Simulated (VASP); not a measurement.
A run of VASP 6.6.1:

Contents of POSCAR:

```
TiTe2
1.0
    3.7597649649      0.0000000000      0.0000000000
   -1.8798824824      3.2560519719      0.0000000000
    0.0000000000      0.0000000000      6.3895232291
Ti Te
1 2
Direct
    0.0000000000      0.0000000000      0.0000000000
    0.3333333333      0.6666666667      0.2641080817
    0.6666666667      0.3333333333      0.7358919183
```

File INCAR.step1:

```
SYSTEM = TiTe2
ALGO = Normal
EDIFF = 1E-4
ENCUT = 520
GGA = PE
ISMEAR = 0
LASPH = .True.
LCHARG = .False.
LREAL = .False.
LWAVE = .True.
NBANDS = 19
NELM = 60
PREC = Accurate
SIGMA = 0.05
```

File INCAR.step2:

```
SYSTEM = TiTe2
ALGO = Normal
BPARAM = 11.95
CPARAM = 0.0093
EDIFF = 1E-6
ENCUT = 520
ISIF = 2
ISMEAR = 0
ISTART = 1
IVDW_NL = 2
LASPH = .True.
LCHARG = .False.
LMIXTAU = .True.
LREAL = .False.
LUSE_VDW = .True.
LWAVE = .False.
METAGGA = R2SCAN
NBANDS = 19
NELM = 60
PREC = Accurate
SIGMA = 0.05
```

The input KPOINTS:

```
k-points
0
Gamma
  8 8 4
  0 0 0
```

Potentials or basis: VASP PAW PBE potentials, release 64 (Ti_sv, Te).

Command:

```bash
$ cat potpaw_PBE.64/Ti_sv/POTCAR potpaw_PBE.64/Te/POTCAR > POTCAR
$ cp INCAR.step1 INCAR
$ mpirun -np 1 vasp_std > vasp.out
$ cp INCAR.step2 INCAR
$ mpirun -np 1 vasp_std > vasp.out
```

Hardware: 1 thread of Intel(R) Xeon(R) Platinum 8375C CPU @ 2.90GHz (Ice Lake) (shared host).

How long does it take, and how much memory?

It took 4.2 min on 1 thread of Intel(R) Xeon(R) Platinum 8375C CPU @ 2.90GHz (Ice Lake), with other jobs on the host, peak memory 0.36 GiB. Counts: k points 35.
